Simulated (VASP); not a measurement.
# GaSb3 (Fm-3m) in VASP: settings compared

Aim: see how the results for GaSb3 move with the level of theory and the settings. Levels: PBE0, LDA, PBE-based screened hybrid with 25 % exact exchange, PBE-based screened hybrid with 10 % exact exchange. Tasks: single point.

All numbers are computed with VASP 6.6.1; they aren't measurements. Logs are shortened: lines on timing, memory, paths and dates and some standing lists are left out, and cuts for length are marked.

## Step 1: The cell of the first run

It takes space group Fm-3m (No. 225, cubic). Conventional cell: a = 7.461 Å, b = 7.461 Å, c = 7.461 Å, α = 90.00°, β = 90.00°, γ = 90.00°. Within 4.3 Å of Sb (site symmetry m-3m) lie 8 Sb at 3.23 Å and 6 Ga at 3.73 Å. Within 4.3 Å of Sb (site symmetry -43m) lie 10 Sb at 3.23 to 3.73 Å and 4 Ga at 3.23 Å. Ga (site symmetry m-3m) has 14 Sb at 3.23 to 3.73 Å within 4.3 Å.

## Step 2: Single point, PBE0

POSCAR

```
GaSb3
1.0
    0.0000000000      3.7305950000      3.7305950000
    3.7305950000      0.0000000000      3.7305950000
    3.7305950000      3.7305950000      0.0000000000
Sb Ga
3 1
Direct
    0.5000000000      0.5000000000      0.5000000000
    0.7500000000      0.7500000000      0.7500000000
    0.2500000000      0.2500000000      0.2500000000
    0.0000000000      0.0000000000      0.0000000000
```

INCAR.step1

```
  PREC = Accurate
  ENCUT = 520
  EDIFF = 1E-5
  ISMEAR = -1
  SIGMA = 0.05
  LREAL = False
  LASPH = True
  NELM = 80
  ALGO = Normal
  ISIF = 2
  LWAVE = True
  LCHARG = False
  NBANDS = 22
  GGA = PE
```

INCAR.step2

```
  PREC = Accurate
  ENCUT = 520
  EDIFF = 1E-7
  ISMEAR = -1
  SIGMA = 0.05
  LREAL = False
  LASPH = True
  NELM = 80
  ALGO = Normal
  ISIF = 2
  LWAVE = False
  LCHARG = False
  GGA = PE
  LHFCALC = True
  AEXX = 0.25
  PRECFOCK = Normal
  NBANDS = 22
  ISTART = 1
```

KPOINTS

```
regular mesh
0
Gamma
  4 4 4
```

Potentials or basis: VASP PAW PBE potentials, release 64 (Sb, Ga_d).

Launch:

```
$ cat potpaw_PBE.64/Sb/POTCAR potpaw_PBE.64/Ga_d/POTCAR > POTCAR
$ cp INCAR.step1 INCAR
$ mpirun -np 1 vasp_std > vasp.out
$ cp INCAR.step2 INCAR
$ mpirun -np 1 vasp_std > vasp.out
```

OUTCAR:

```text
PREC = Accurate
   ENCUT = 520
   EDIFF = 1E-7
   ISMEAR = -1
   LREAL = False
   LASPH = True
   NELM = 80
   ISIF = 2
   GGA = PE
   LHFCALC = True
   AEXX = 0.25
   PRECFOCK = Normal
   ISTART = 1

 ion  position               nearest neighbor table
   1  0.500  0.500  0.500-   3 3.23   3 3.23   3 3.23   2 3.23   3 3.23   2 3.23   2 3.23   2 3.23

   2  0.750  0.750  0.750-   1 3.23   1 3.23   1 3.23   1 3.23   4 3.23   4 3.23   4 3.23   4 3.23
                             3 3.73   3 3.73   3 3.73   3 3.73   3 3.73   3 3.73
   3  0.250  0.250  0.250-   4 3.23   4 3.23   4 3.23   1 3.23   4 3.23   1 3.23   1 3.23   1 3.23
                             2 3.73   2 3.73   2 3.73   2 3.73   2 3.73   2 3.73
   4  0.000  0.000  0.000-   2 3.23   2 3.23   2 3.23   2 3.23   3 3.23   3 3.23   3 3.23   3 3.23

  LATTYP: Found a face centered cubic cell.
 ALAT       =     7.4611900000

  Lattice vectors:

 A1 = (   0.0000000000,   3.7305950000,   3.7305950000)
 A2 = (   3.7305950000,   0.0000000000,   3.7305950000)
 A3 = (   3.7305950000,   3.7305950000,   0.0000000000)

Analysis of symmetry for initial positions (statically):
=====================================================================
 Subroutine PRICEL returns:
 Original cell was already a primitive cell.

 Routine SETGRP: Setting up the symmetry group for a
 face centered cubic supercell.

 Subroutine GETGRP returns: Found 48 space group operations
 (whereof 48 operations were pure point group operations)
 out of a pool of 48 trial point group operations.

The static configuration has the point symmetry O_h .

Analysis of symmetry for dynamics (positions and initial velocities):
=====================================================================
 Subroutine PRICEL returns:
 Original cell was already a primitive cell.

 Routine SETGRP: Setting up the symmetry group for a
 face centered cubic supercell.

 Subroutine GETGRP returns: Found 48 space group operations
 (whereof 48 operations were pure point group operations)
 out of a pool of 48 trial point group operations.

The dynamic configuration has the point symmetry O_h .

 Subroutine INISYM returns: Found 48 space group operations
 (whereof 48 operations are pure point group operations),
[... 84 lines left out ...]
   LREAL  =      F    real-space projection
   EDIFFG = 0.1E-05   stopping-criterion for IOM
   NSW    =      0    number of steps for IOM
   IBRION =     -1    ionic relax: 0-MD 1-quasi-New 2-CG
   NFREE  =      0    steps in history (QN), initial steepest desc. (CG)
   ISIF   =      2    stress and relaxation
   ISYM   =      3    0-nonsym 1-usesym 2-fastsym
   POTIM  = 0.5000    time-step for ionic-motion
   TEBEG  =    0.0;   TEEND  =   0.0 temperature during run
   PSTRESS=    0.0 pullay stress
   NELECT =      28.0000    total number of electrons
   NUPDOWN=      -1.0000    fix difference up-down
   EMIN   =  10.00;   EMAX   =-10.00  energy-range for DOS
   EFERMI =   0.00;   METHOD = LEGACY
   ISMEAR =    -1;   SIGMA  =   0.05  broadening in eV -4-tet -1-fermi 0-gaus
   EFERMI_NEDOS =   21; number of points for ismear=-14 and -15
   IALGO  =     38    algorithm
   IMIX   =      1    mixing-type and parameters
     AMIX     =   0.40;   BMIX     =  1.00
     AMIX_MAG =   1.60;   BMIX_MAG =  1.00
  volume/ion in A,a.u.               =      25.96       175.19
  Fermi-wavevector in a.u.,A,eV,Ry     =   1.057644  1.998657 15.219617  1.118610
  Thomas-Fermi vector in A             =   2.192924
   LORBIT       =      0    0 simple, 1 ext, 2 COOP (PROOUT), +10 PAW based schemes
   GGA     = PE    functional components
   LHFCALC =     T    Hartree Fock is set to
   PRECFOCK=normal    Normal, Fast or Accurate (Low or Medium for compatibility)
   ENCUT4O =  -1.0   cutoff for four orbital integrals eV
   NKREDX  =     1    reduce k-point grid by
   NKREDY  =     1    reduce k-point grid by
   NKREDZ  =     1    reduce k-point grid by
   AEXX    =    0.2500 exact exchange contribution
   HFSCREEN=    0.0000 screening length (either q_TF or 0.3 A-1)
   HFSCREENC=   0.0000 screening length for correlation (either q_TF or 0.3 A-1)
   ENCUTFOCK=  -1.0 apply spherical cutoff to Coloumb kernel
   IVDW    =     0    specifies the selected vdW correction
   LEPSILON=     F    determine dielectric tensor
   LRPA    =     F    only Hartree local field effects (RPA)
 non-spin polarized calculation
  energy-cutoff  :      520.00
  volume of cell :      103.84
 maximum number of plane-waves:      2826
  NGX = 30; NGY = 30; NGZ = 30

 number of electron      28.0000014 magnetization

 Free energy of the ion-electron system (eV)
  ---------------------------------------------------
  ext. energy  EPLUGINS =         0.00000000
  ---------------------------------------------------
  free energy    TOTEN  =       -19.05788966 eV

  energy without entropy =      -19.03195304  energy(sigma->0) =      -19.04492135

 E-fermi :   7.4545     XC(G=0):  -8.0688

 val. band max:        7.1312665326   @ k =   0.5000   0.0000   0.0000
 cond. band min:       7.4811300411   @ k =   0.5000   0.2500   0.0000
 fundamental gap:      0.3498635085
 Fermi energy:         7.4545108336

 k-point     1 :       0.0000    0.0000    0.0000
  band No.  band energies     occupation
      1     -10.8170      2.00000
      2     -10.8170      2.00000
      3     -10.8170      2.00000
      4     -10.8040      2.00000
      5     -10.8040      2.00000
      6      -7.0125      2.00000
[... 189 lines left out ...]
     21      12.2348      0.00000
     22      16.5263      0.00000

------------------------ aborting loop because EDIFF is reached ----------------------------------------

  FORCE on cell =-STRESS in cart. coord.  units (eV):
  Direction    XX          YY          ZZ          XY          YZ          ZX
  --------------------------------------------------------------------------------------
  -------------------------------------------------------------------------------------
  Total       -3.6041324     -3.6041324     -3.6041324      0.0000000      0.0000000      0.0000000
  in kB      -55.6092465    -55.6092465    -55.6092465      0.0000000      0.0000000      0.0000000
  external PRESSURE =     -55.6092465 kB  Pullay stress =       0.0000000 kB

 VOLUME and BASIS-vectors are now :
 -----------------------------------------------------------------------------
  energy-cutoff  :      520.00
  volume of cell :      103.84
      direct lattice vectors                 reciprocal lattice vectors
     0.000000000  3.730595000  3.730595000    -0.134026878  0.134026878  0.134026878
     3.730595000  0.000000000  3.730595000     0.134026878 -0.134026878  0.134026878
     3.730595000  3.730595000  0.000000000     0.134026878  0.134026878 -0.134026878

 POSITION                                       TOTAL-FORCE (eV/Angst)
 -----------------------------------------------------------------------------------
      3.73060      3.73060      3.73060         0.000000     -0.000000      0.000000
      5.59589      5.59589      5.59589        -0.000000     -0.000000     -0.000000
      1.86530      1.86530      1.86530         0.000000      0.000000      0.000000
      0.00000      0.00000      0.00000         0.000000     -0.000000      0.000000
 -----------------------------------------------------------------------------------
    total drift:                               -0.000000      0.000000     -0.000000

  FREE ENERGIE OF THE ION-ELECTRON SYSTEM (eV)
  ---------------------------------------------------
  free  energy   TOTEN  =       -19.0578896638 eV

  energy  without entropy=      -19.0319530410  energy(sigma->0) =      -19.04492135
```

OSZICAR.step1:

```text
N       E                     dE             d eps       ncg     rms          rms(c)
DAV:   1     0.159755729318E+03    0.15976E+03   -0.11720E+04   364   0.133E+03
DAV:   2     0.236512176833E+00   -0.15952E+03   -0.15321E+03   404   0.333E+02
DAV:   3    -0.139629733543E+02   -0.14199E+02   -0.13895E+02   412   0.793E+01
DAV:   4    -0.143296029998E+02   -0.36663E+00   -0.36493E+00   402   0.139E+01
DAV:   5    -0.143381439914E+02   -0.85410E-02   -0.85385E-02   416   0.213E+00    0.319E+00
DAV:   6    -0.143095631972E+02    0.28581E-01   -0.38248E-02   454   0.175E+00    0.174E+00
DAV:   7    -0.142994064689E+02    0.10157E-01   -0.30143E-02   416   0.114E+00    0.130E-01
DAV:   8    -0.142992697349E+02    0.13673E-03   -0.22806E-03   406   0.429E-01    0.818E-02
DAV:   9    -0.142993005540E+02   -0.30819E-04   -0.20968E-04   462   0.102E-01    0.213E-02
DAV:  10    -0.142993001724E+02    0.38163E-06   -0.28300E-05   378   0.591E-02
   1 F= -.14299300E+02 E0= -.14274970E+02  d E =-.486600E-01
```

Run time: 85 min. Hardware: 1 thread of Intel Xeon Platinum 8259CL at 2.50GHz (Skylake/Cascade Lake), shared host; peak memory 0.25 GiB.

Results:

- Free energy: -19.0579 eV
- Pressure: -5.6 GPa
- Band gap on the k mesh: zero (bands 14 and 15 overlap by 4.98 eV)

Caveat: the k points lie up to 0.36 Å⁻¹ apart, too coarse for converged energies and pressures of a metal; the PAW data sets were made with another functional, which shifts forces and pressure a little; spin-orbit coupling is left out, which moves the levels of the heavy elements.

## Step 3: Single point, LDA

This run uses another cell than the first one, of 23.75 Å³/atom.

INCAR

```
PREC = Accurate ; ENCUT = 500
EDIFF = 1E-6 ; ISMEAR = -1
SIGMA = 0.05 ; LREAL = False
LASPH = True ; NELM = 120
ALGO = Normal ; ISIF = 2
LWAVE = False ; LCHARG = True
LELF = True ; LVHAR = True
NBANDS = 37 ; GGA_COMPAT = False
```

KPOINTS

```
regular mesh
0
Gamma
  6 6 6
```

POSCAR

```
GaSb3
1.0
    0.0000000000      3.6216897967      3.6216897967
    3.6216897967      0.0000000000      3.6216897967
    3.6216897967      3.6216897967      0.0000000000
Sb Ga
3 1
Direct
    0.5000000000      0.5000000000      0.5000000000
    0.7500000000      0.7500000000      0.7500000000
    0.2500000000      0.2500000000      0.2500000000
    0.0000000000      0.0000000000      0.0000000000
```

Potentials or basis: VASP PAW LDA potentials, release 64 (Sb_d_GW, Ga_d).

Launch:

```
$ cat potpaw_LDA.64/Sb_d_GW/POTCAR potpaw_LDA.64/Ga_d/POTCAR > POTCAR
$ mpirun -np 1 vasp_std > vasp.out
```

It took 47 s on 1 thread of AMD EPYC 9R45 (Zen 5), shared host; peak memory 0.19 GiB.

It converged, with:

```yaml
Free_energy: -17.2369 eV
Pressure: 0.0 GPa
Band_gap_on_the_k_mesh: zero (bands 29 and 30 overlap by 4.01 eV)
```

Levels at points of the mesh, in eV from the Fermi level:
```csv
k point,band 25,band 26,band 27,band 28,band 29,band 30,band 31,band 32,band 33,band 34
"(0.00, 0.00, 0.00)",-2.93,-2.93,-2.93,-2.75,-2.75,-2.75,-0.99,-0.99,-0.99,3.34
"(0.50, 0.00, 0.00)",-3.99,-3.99,-3.02,-3.02,-0.38,-0.02,2.06,2.06,2.91,2.91
"(0.50, 0.50, 0.00)",-5.77,-5.77,0.77,1.04,1.04,1.12,1.87,1.87,2.14,3.78
```

Caveat: spin-orbit coupling is left out, which moves the levels of the heavy elements.

## Step 4: Single point, PBE-based screened hybrid with 25 % exact exchange

POSCAR

```
GaSb3
1.0
    0.0000000000      3.7305950000      3.7305950000
    3.7305950000      0.0000000000      3.7305950000
    3.7305950000      3.7305950000      0.0000000000
Sb Ga
3 1
Direct
    0.5000000000      0.5000000000      0.5000000000
    0.7500000000      0.7500000000      0.7500000000
    0.2500000000      0.2500000000      0.2500000000
    0.0000000000      0.0000000000      0.0000000000
```

INCAR.step1

```
ALGO     = Normal         # electronic algorithm
EDIFF    = 1E-5           # SCF threshold, eV
ENCUT    = 520            # plane-wave cutoff, eV
GGA      = PE             # functional
ISIF     = 2              # what is computed and relaxed
ISMEAR   = -1             # smearing method
LASPH    = T              # aspherical terms in the spheres
LCHARG   = F              # write CHGCAR
LREAL    = F              # projectors in reciprocal space
LWAVE    = T              # write WAVECAR
NBANDS   = 22             # bands
NELM     = 100            # most SCF steps
PREC     = Accurate       # precision mode
SIGMA    = 0.05           # smearing width, eV
```

INCAR.step2

```
AEXX     = 0.25           # exact-exchange fraction
ALGO     = Normal         # electronic algorithm
EDIFF    = 1E-6           # SCF threshold, eV
ENCUT    = 520            # plane-wave cutoff, eV
GGA      = PE             # functional
HFSCREEN = 0.2078699      # screening, 1/A
ISIF     = 2              # what is computed and relaxed
ISMEAR   = -1             # smearing method
ISTART   = 1            
LASPH    = T              # aspherical terms in the spheres
LCHARG   = F              # write CHGCAR
LHFCALC  = T              # exact exchange
LREAL    = F              # projectors in reciprocal space
LWAVE    = F              # write WAVECAR
NBANDS   = 22             # bands
NELM     = 100            # most SCF steps
PREC     = Accurate       # precision mode
PRECFOCK = Normal       
SIGMA    = 0.05           # smearing width, eV
```

KPOINTS

```
k-points
0
Gamma
  4 4 4
```

Potentials or basis: VASP PAW PBE potentials, release 64 (Sb, Ga_d).

Launch:

```
$ cat potpaw_PBE.64/Sb/POTCAR potpaw_PBE.64/Ga_d/POTCAR > POTCAR
$ cp INCAR.step1 INCAR
$ mpirun -np 1 vasp_std > vasp.out
$ cp INCAR.step2 INCAR
$ mpirun -np 1 vasp_std > vasp.out
```

Run time: 89 min. Hardware: 1 thread of AMD EPYC 7R43 (Zen 3), shared host; peak memory 0.33 GiB.

The run converged. Its results:

```
Free energy            : -17.1745 eV
Pressure               : -5.3 GPa
Band gap on the k mesh : zero (bands 14 and 15 overlap by 4.31 eV)
```

Levels at points of the mesh, in eV from the Fermi level:
```csv
k point,band 11,band 12,band 13,band 14,band 15,band 16,band 17,band 18
"(0.00, 0.00, 0.00)",-3.00,-3.00,-2.80,-2.80,-2.80,-0.82,-0.82,-0.82
"(0.50, 0.00, 0.00)",-4.11,-3.01,-3.01,-0.38,-0.01,2.28,2.28,3.30
"(0.50, 0.50, 0.00)",-5.93,0.74,1.09,1.09,1.18,2.11,2.11,2.24
```

Caveat: the k points lie up to 0.36 Å⁻¹ apart, too coarse for converged energies and pressures of a metal; the PAW data sets were made with another functional, which shifts forces and pressure a little; spin-orbit coupling is left out, which moves the levels of the heavy elements.

## Step 5: Single point, PBE-based screened hybrid with 10 % exact exchange

POSCAR is that of step 4.

INCAR.step1

```
  PREC = Accurate
  ENCUT = 520
  EDIFF = 1E-5
  ISMEAR = -1
  SIGMA = 0.05
  LREAL = False
  LASPH = True
  NELM = 60
  ALGO = Normal
  ISIF = 2
  LWAVE = True
  NBANDS = 22
  GGA = PE
```

INCAR.step2

```
  PREC = Accurate
  ENCUT = 520
  EDIFF = 1E-6
  ISMEAR = -1
  SIGMA = 0.05
  LREAL = False
  LASPH = True
  NELM = 60
  ALGO = Normal
  ISIF = 2
  LWAVE = False
  LCHARG = True
  GGA = PE
  LHFCALC = True
  AEXX = 0.1
  HFSCREEN = 0.2078699
  PRECFOCK = Normal
  LELF = True
  LVHAR = True
  NBANDS = 22
  ISTART = 1
```

KPOINTS

```
Automatic mesh
0
Gamma
  4 4 4
```

Launch:

```
$ cat potpaw_PBE.64/Sb/POTCAR potpaw_PBE.64/Ga_d/POTCAR > POTCAR
$ cp INCAR.step1 INCAR
$ mpirun -np 1 vasp_std > vasp.out
$ cp INCAR.step2 INCAR
$ mpirun -np 1 vasp_std > vasp.out
```

Run time: 41 min. Hardware: 1 thread of AMD EPYC 7R13 (Zen 3), shared host; peak memory 0.33 GiB.

It converged, with:

```yaml
Free_energy: -15.3229 eV
Pressure: -3.5 GPa
Band_gap_on_the_k_mesh: zero (bands 14 and 15 overlap by 4.00 eV)
```

Levels at points of the mesh, in eV from the Fermi level:
| k point | band 11 | band 12 | band 13 | band 14 | band 15 | band 16 | band 17 | band 18 |
| --- | --- | --- | --- | --- | --- | --- | --- | --- |
| (0.00, 0.00, 0.00) | -2.75 | -2.75 | -2.57 | -2.57 | -2.57 | -0.75 | -0.75 | -0.75 |
| (0.50, 0.00, 0.00) | -3.79 | -2.78 | -2.78 | -0.41 | -0.06 | 2.13 | 2.13 | 3.09 |
| (0.50, 0.50, 0.00) | -5.49 | 0.63 | 1.01 | 1.04 | 1.04 | 1.96 | 1.96 | 2.09 |

Caveat: the k points lie up to 0.36 Å⁻¹ apart, too coarse for converged energies and pressures of a metal; the PAW data sets were made with another functional, which shifts forces and pressure a little; spin-orbit coupling is left out, which moves the levels of the heavy elements.

## Step 6: Overview

| level | potentials or basis | cell | k mesh | cutoff (eV) | grid for exact exchange (PRECFOCK) | share of exact exchange | screening parameter | gap on the mesh (eV) | pressure (GPa) |
| --- | --- | --- | --- | --- | --- | --- | --- | --- | --- |
| PBE0 | VASP PAW PBE potentials, release 64 (Sb, Ga_d) | a = 5.276 Å, angles 60.0°, 4 atoms | 4 × 4 × 4 | 520 | Normal | 0.25 | - | none | -5.6 |
| LDA | VASP PAW LDA potentials, release 64 (Sb_d_GW, Ga_d) | a = 5.122 Å, angles 60.0°, 4 atoms | 6 × 6 × 6 | 500 | - | - | - | none | 0.0 |
| PBE-based screened hybrid with 25 % exact exchange | VASP PAW PBE potentials, release 64 (Sb, Ga_d) | a = 5.276 Å, angles 60.0°, 4 atoms | 4 × 4 × 4 | 520 | Normal | 0.25 | 0.20787 1/Å | none | -5.3 |
| PBE-based screened hybrid with 10 % exact exchange | VASP PAW PBE potentials, release 64 (Sb, Ga_d) | a = 5.276 Å, angles 60.0°, 4 atoms | 4 × 4 × 4 | 520 | Normal | 0.1 | 0.20787 1/Å | none | -3.5 |

Alike in all rows: task single point; no spin polarisation; smearing fermi-dirac 0.05 eV.

Caveats: some runs use coarse meshes; spin-orbit coupling is left out, which moves the levels of the heavy elements; the PAW data sets were made with another functional, which shifts forces and pressure a little (at least some runs).

Absolute energies hang on the potentials; compare differences alone.

The gap in the log of VASP goes by the Fermi energy; the results here count the filled bands.